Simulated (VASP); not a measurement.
# Ge (Pbcm) in VASP: notebook

Runs on Ge. Level: PBE. Tasks: single point.

Program: VASP 6.6.1. These are calculated values, not measurements. Logs are shortened: lines on timing, memory, paths and dates and some standing lists are left out, and cuts for length are marked.

## Step 1: The cell of the first run

Symmetry: Pbcm, No. 57, orthorhombic system. The conventional cell has a = 5.994 Å, b = 4.614 Å, c = 4.889 Å, α = 90.00°, β = 90.00°, γ = 90.00°. Within 3.2 Å of Ge (site symmetry 2) lie 6 Ge at 2.44 to 2.55 Å. Within 3.5 Å of Ge (site symmetry m) lie 14 Ge at 2.52 to 3.49 Å.

The cell was built from a structure type or drawn by symmetry, and may not be a known phase.

## Step 2: Single point, PBE

INCAR

```
SYSTEM = Ge
PREC     = Accurate       ! precision mode
ENCUT    = 520            ! plane-wave cutoff, eV
EDIFF    = 1E-6           ! SCF threshold, eV
ISMEAR   = 0              ! smearing method
SIGMA    = 0.1            ! smearing width, eV
LREAL    = .FALSE.        ! projectors in reciprocal space
LASPH    = .TRUE.         ! aspherical terms in the spheres
NELM     = 80             ! most SCF steps
ALGO     = Normal         ! electronic algorithm
ISIF     = 2              ! what is computed and relaxed
LWAVE    = .FALSE.        ! write WAVECAR
LCHARG   = .FALSE.        ! write CHGCAR
GGA      = PE             ! functional
NBANDS   = 66             ! bands
```

KPOINTS

```
Automatic mesh
0
G
  4 4 4
  0 0 0
```

POSCAR

```
Ge
1.0
    5.9939415700      0.0000000000      0.0000000000
    0.0000000000      4.6140808500      0.0000000000
    0.0000000000      0.0000000000      4.8893436800
Ge
8
Direct
    0.4086137200      0.2500000000      0.0000000000
    0.5913862800      0.7500000000      0.5000000000
    0.5913862800      0.7500000000      0.0000000000
    0.4086137200      0.2500000000      0.5000000000
    0.9160691800      0.5096841400      0.2500000000
    0.0839308200      0.4903158600      0.7500000000
    0.0839308200      0.0096841400      0.2500000000
    0.9160691800      0.9903158600      0.7500000000
```

Potentials or basis: VASP PAW PBE potentials, release 64 (Ge_d).

Launch:

```
> cat potpaw_PBE.64/Ge_d/POTCAR > POTCAR
> mpirun -np 1 vasp_std > vasp.out
```

OUTCAR:

```text
SYSTEM = Ge
   PREC = Accurate
   ENCUT = 520
   EDIFF = 1E-6
   ISMEAR = 0
   LREAL = .FALSE.
   LASPH = .TRUE.
   NELM = 80
   ISIF = 2
   GGA = PE

 ion  position               nearest neighbor table
   1  0.409  0.250  0.000-   4 2.44   4 2.44   7 2.55   6 2.55   3 2.55   3 2.55
   2  0.591  0.750  0.500-   3 2.44   3 2.44   8 2.55   5 2.55   4 2.55   4 2.55
   3  0.591  0.750  0.000-   2 2.44   2 2.44   8 2.55   5 2.55   1 2.55   1 2.55
   4  0.409  0.250  0.500-   1 2.44   1 2.44   7 2.55   6 2.55   2 2.55   2 2.55
   5  0.916  0.510  0.250-   7 2.52   7 2.52   2 2.55   3 2.55   6 2.65   6 2.65
   6  0.084  0.490  0.750-   8 2.52   8 2.52   1 2.55   4 2.55   5 2.65   5 2.65
   7  0.084  0.010  0.250-   5 2.52   5 2.52   1 2.55   4 2.55   8 2.65   8 2.65
   8  0.916  0.990  0.750-   6 2.52   6 2.52   2 2.55   3 2.55   7 2.65   7 2.65

  LATTYP: Found a simple orthorhombic cell.
 ALAT       =     4.6140808500
 B/A-ratio  =     1.0596571319
 C/A-ratio  =     1.2990543003

  Lattice vectors:

 A1 = (   0.0000000000,   4.6140808500,   0.0000000000)
 A2 = (   0.0000000000,   0.0000000000,   4.8893436800)
 A3 = (   5.9939415700,   0.0000000000,   0.0000000000)

Analysis of symmetry for initial positions (statically):
=====================================================================
 Subroutine PRICEL returns:
 Original cell was already a primitive cell.

 Routine SETGRP: Setting up the symmetry group for a
 simple orthorhombic supercell.

 Subroutine GETGRP returns: Found  8 space group operations
 (whereof  2 operations were pure point group operations)
 out of a pool of  8 trial point group operations.

The static configuration has the point symmetry S_2 .
 The point group associated with its full space group is D_2h.

Analysis of symmetry for dynamics (positions and initial velocities):
=====================================================================
 Subroutine PRICEL returns:
 Original cell was already a primitive cell.

 Routine SETGRP: Setting up the symmetry group for a
 simple orthorhombic supercell.

 Subroutine GETGRP returns: Found  8 space group operations
 (whereof  2 operations were pure point group operations)
 out of a pool of  8 trial point group operations.

The dynamic configuration has the point symmetry S_2 .
 The point group associated with its full space group is D_2h.

 Subroutine INISYM returns: Found  8 space group operations
 (whereof  2 operations are pure point group operations),
 and found     1 'primitive' translations

----------------------------------------------------------------------------------------
[... 114 lines left out ...]
   TEBEG  =    0.0;   TEEND  =   0.0 temperature during run
   PSTRESS=    0.0 pullay stress
   NELECT =     112.0000    total number of electrons
   NUPDOWN=      -1.0000    fix difference up-down
   EMIN   =  10.00;   EMAX   =-10.00  energy-range for DOS
   EFERMI =   0.00;   METHOD = LEGACY
   ISMEAR =     0;   SIGMA  =   0.10  broadening in eV -4-tet -1-fermi 0-gaus
   EFERMI_NEDOS =   21; number of points for ismear=-14 and -15
   IALGO  =     38    algorithm
   IMIX   =      4    mixing-type and parameters
     AMIX     =   0.40;   BMIX     =  1.00
     AMIX_MAG =   1.60;   BMIX_MAG =  1.00
  volume/ion in A,a.u.               =      16.90       114.07
  Fermi-wavevector in a.u.,A,eV,Ry     =   1.537440  2.905340 32.160373  2.363721
  Thomas-Fermi vector in A             =   2.643948
   LORBIT       =      0    0 simple, 1 ext, 2 COOP (PROOUT), +10 PAW based schemes
   GGA     = PE    functional components
   LHFCALC =     F    Hartree Fock is set to
   AEXX    =    0.0000 exact exchange contribution
   IVDW    =     0    specifies the selected vdW correction
   LEPSILON=     F    determine dielectric tensor
   LRPA    =     F    only Hartree local field effects (RPA)
 non-spin polarized calculation
 Gauss-broadening in eV      SIGMA  =   0.10
  energy-cutoff  :      520.00
  volume of cell :      135.22
 maximum number of plane-waves:      3666
 NGX is ok and might be reduce to    48
   NGX = 23   NGY = 17   NGZ = 19

 number of electron     111.9999947 magnetization

 Free energy of the ion-electron system (eV)
  ---------------------------------------------------
  ext. energy  EPLUGINS =         0.00000000
  ---------------------------------------------------
  free energy    TOTEN  =       -31.27687308 eV

  energy without entropy =      -31.26220844  energy(sigma->0) =      -31.26954076

 E-fermi :   7.8488     XC(G=0): -11.6941

 val. band max:        7.8237060970   @ k =   0.2500   0.5000   0.0000
 cond. band min:       7.8636109118   @ k =   0.0000   0.2500   0.0000
 fundamental gap:      0.0399048147
 Fermi energy:         7.8488206143

 k-point     1 :       0.0000    0.0000    0.0000
  band No.  band energies     occupation
      1     -17.2354      2.00000
      2     -17.1639      2.00000
      3     -17.0833      2.00000
      4     -17.0739      2.00000
      5     -17.0709      2.00000
      6     -16.9933      2.00000
[... 1645 lines left out ...]
     65      13.0513      0.00000
     66      13.0513      0.00000

 [... further k-points ...]

------------------------ aborting loop because EDIFF is reached ----------------------------------------

  FORCE on cell =-STRESS in cart. coord.  units (eV):
  Direction    XX          YY          ZZ          XY          YZ          ZX
  --------------------------------------------------------------------------------------
  -------------------------------------------------------------------------------------
  Total       15.7030286     17.8331473     23.1354065      0.0000000      0.0000000      0.0000000
  in kB      186.0568797    211.2955290    274.1191941      0.0000000      0.0000000      0.0000000
  external PRESSURE =     223.8238676 kB  Pullay stress =       0.0000000 kB

 VOLUME and BASIS-vectors are now :
 -----------------------------------------------------------------------------
  energy-cutoff  :      520.00
  volume of cell :      135.22
      direct lattice vectors                 reciprocal lattice vectors
     5.993941570  0.000000000  0.000000000     0.166835126  0.000000000  0.000000000
     0.000000000  4.614080850  0.000000000     0.000000000  0.216727889  0.000000000
     0.000000000  0.000000000  4.889343680     0.000000000  0.000000000  0.204526428

 POSITION                                       TOTAL-FORCE (eV/Angst)
 -----------------------------------------------------------------------------------
      2.44921      1.15352      0.00000         0.724362      0.000000      0.000000
      3.54473      3.46056      2.44467        -0.724362     -0.000000      0.000000
      3.54473      3.46056      0.00000        -0.724362     -0.000000      0.000000
      2.44921      1.15352      2.44467         0.724362      0.000000     -0.000000
      5.49087      2.35172      1.22234         0.335924     -0.669209      0.000000
      0.50308      2.26236      3.66701        -0.335924      0.669209     -0.000000
      0.50308      0.04468      1.22234        -0.335924     -0.669209      0.000000
      5.49087      4.56940      3.66701         0.335924      0.669209     -0.000000
 -----------------------------------------------------------------------------------
    total drift:                                0.000000      0.000000     -0.000000

  FREE ENERGIE OF THE ION-ELECTRON SYSTEM (eV)
  ---------------------------------------------------
  free  energy   TOTEN  =       -31.2768730841 eV

  energy  without entropy=      -31.2622084400  energy(sigma->0) =      -31.26954076
```

OSZICAR:

```text
N       E                     dE             d eps       ncg     rms          rms(c)
DAV:   1     0.134228021837E+04    0.13423E+04   -0.48930E+04  4116   0.509E+03
DAV:   2     0.241056062954E+03   -0.11012E+04   -0.10710E+04  3564   0.110E+03
DAV:   3    -0.514186613345E+01   -0.24620E+03   -0.23649E+03  3626   0.277E+02
DAV:   4    -0.305167686361E+02   -0.25375E+02   -0.24148E+02  4132   0.926E+01
DAV:   5    -0.315078047569E+02   -0.99104E+00   -0.97547E+00  4010   0.194E+01    0.581E+00
DAV:   6    -0.313579110052E+02    0.14989E+00   -0.32469E-01  4958   0.430E+00    0.321E+00
DAV:   7    -0.312746752164E+02    0.83236E-01   -0.17384E-01  4002   0.380E+00    0.290E-01
DAV:   8    -0.312763737701E+02   -0.16986E-02   -0.42523E-02  4160   0.368E+00    0.169E-01
DAV:   9    -0.312767192057E+02   -0.34544E-03   -0.64293E-03  4490   0.157E+00    0.940E-02
DAV:  10    -0.312768905409E+02   -0.17134E-03   -0.16082E-03  3862   0.691E-01    0.487E-02
DAV:  11    -0.312768611215E+02    0.29419E-04   -0.29330E-04  4558   0.687E-01    0.234E-02
DAV:  12    -0.312768705346E+02   -0.94131E-05   -0.86988E-05  5058   0.130E-01    0.764E-03
DAV:  13    -0.312768732493E+02   -0.27147E-05   -0.34371E-05  4280   0.161E-01    0.375E-03
DAV:  14    -0.312768730841E+02    0.16522E-06   -0.38992E-06  3018   0.870E-02
   1 F= -.31276873E+02 E0= -.31269541E+02  d E =-.146646E-01
```

stdout:

```text
POSCAR found type information on POSCAR Ge
 POSCAR found :  1 types and       8 ions
 scaLAPACK will be used
 LDA part: xc-table for (Slater+PW92), standard interpolation
 POSCAR, INCAR and KPOINTS ok, starting setup
 FFT: planning ... GRIDC
 FFT: planning ... GRID_SOFT
 FFT: planning ... GRID
 WAVECAR not read
 entering main loop
```

Wall time 5.2 min (1 thread of Intel Xeon 8259CL, shared host); peak memory 0.33 GiB.

What came out:

- Free energy: -31.2769 eV
- Pressure: 22.4 GPa
- Largest force: 0.749 eV/Å
- Band gap on the k mesh: zero (bands 56 and 57 overlap by 1.88 eV)

Forces on the atoms (eV/Å):
```
Ge   0.724  0.000  0.000
Ge  -0.724  0.000  0.000
Ge  -0.724  0.000  0.000
Ge   0.724  0.000  0.000
Ge   0.336 -0.669  0.000
Ge  -0.336  0.669  0.000
Ge  -0.336 -0.669  0.000
Ge   0.336  0.669  0.000
```

Caveat: the cell stands under pressure.

## Step 3: Single point, PBE

This run uses another cell than the first one, of 20.69 Å³/atom.

INCAR

```
PREC     = Accurate       # precision mode
ENCUT    = 520            # plane-wave cutoff, eV
EDIFF    = 1E-6           # SCF threshold, eV
ISMEAR   = 0              # smearing method
SIGMA    = 0.1            # smearing width, eV
LREAL    = F              # projectors in reciprocal space
LASPH    = T              # aspherical terms in the spheres
NELM     = 60             # most SCF steps
ALGO     = Normal         # electronic algorithm
ISIF     = 2              # what is computed and relaxed
LWAVE    = F              # write WAVECAR
LCHARG   = F              # write CHGCAR
GGA      = PE             # functional
NBANDS   = 66             # bands
```

KPOINTS

```
Automatic mesh
0
Gamma
  4 4 4
```

POSCAR

```
Ge
1.0
    6.0599502946      0.0000000000      0.0000000000
    0.0000000000      5.1077174982      0.0000000000
    0.0000000000      0.0000000000      5.3483005774
Ge
8
Direct
    0.4256090543      0.2500000000      0.0000000000
    0.5743909457      0.7500000000      0.5000000000
    0.5743909457      0.7500000000      0.0000000000
    0.4256090543      0.2500000000      0.5000000000
    0.9295276791      0.5028137982      0.2500000000
    0.0704723209      0.4971862018      0.7500000000
    0.0704723209      0.0028137982      0.2500000000
    0.9295276791      0.9971862018      0.7500000000
```

Potentials or basis: VASP PAW PBE potentials, release 64 (Ge_d).

Launch:

```
> cat potpaw_PBE.64/Ge_d/POTCAR > POTCAR
> mpirun -np 1 vasp_std > vasp.out
```

Run time: 6.9 min. Hardware: 1 thread of Intel Xeon 8259CL, shared host; peak memory 0.38 GiB.

It converged, with:

```
Free energy            : -33.4164 eV
Pressure               : 0.0 GPa
Largest force          : 0.004 eV/Å
Band gap on the k mesh : zero (bands 56 and 57 overlap by 1.54 eV)
```

Forces in eV/Å, atoms in the order of the input:
```
Ge  -0.002  0.000  0.000
Ge   0.002  0.000  0.000
Ge   0.002  0.000  0.000
Ge  -0.002  0.000  0.000
Ge  -0.003 -0.002  0.000
Ge   0.003  0.002  0.000
Ge   0.003 -0.002  0.000
Ge  -0.003  0.002  0.000
```

Stress tensor (GPa, compression positive):
```
-0.02  0.00  0.00
 0.00  0.13  0.00
 0.00  0.00 -0.02
```

Levels at points of the mesh, in eV from the Fermi level:
| k point | band 53 | band 54 | band 55 | band 56 | band 57 | band 58 | band 59 | band 60 |
| --- | --- | --- | --- | --- | --- | --- | --- | --- |
| (0.00, 0.00, 0.00) | -2.89 | -1.86 | -1.36 | -0.86 | -0.50 | -0.47 | 0.46 | 0.70 |
| (0.50, 0.00, 0.00) | -1.72 | -1.64 | -1.14 | -1.05 | -0.72 | -0.34 | 1.46 | 1.75 |
| (0.00, 0.50, 0.00) | -2.34 | -2.34 | -0.21 | -0.21 | -0.01 | -0.01 | 1.93 | 1.93 |
| (0.50, 0.50, 0.00) | -1.82 | -1.82 | -0.88 | -0.88 | 1.25 | 1.25 | 2.43 | 2.43 |
| (0.00, 0.00, 0.50) | -2.24 | -2.24 | -1.02 | -1.02 | 0.29 | 0.29 | 1.09 | 1.09 |
| (0.50, 0.00, 0.50) | -1.10 | -1.10 | -0.59 | -0.59 | 0.54 | 0.54 | 0.57 | 0.57 |
| (0.00, 0.50, 0.50) | 0.72 | 0.72 | 0.72 | 0.72 | 2.33 | 2.33 | 2.33 | 2.33 |
| (0.50, 0.50, 0.50) | -0.13 | -0.13 | -0.13 | -0.13 | 1.27 | 1.27 | 1.27 | 1.27 |
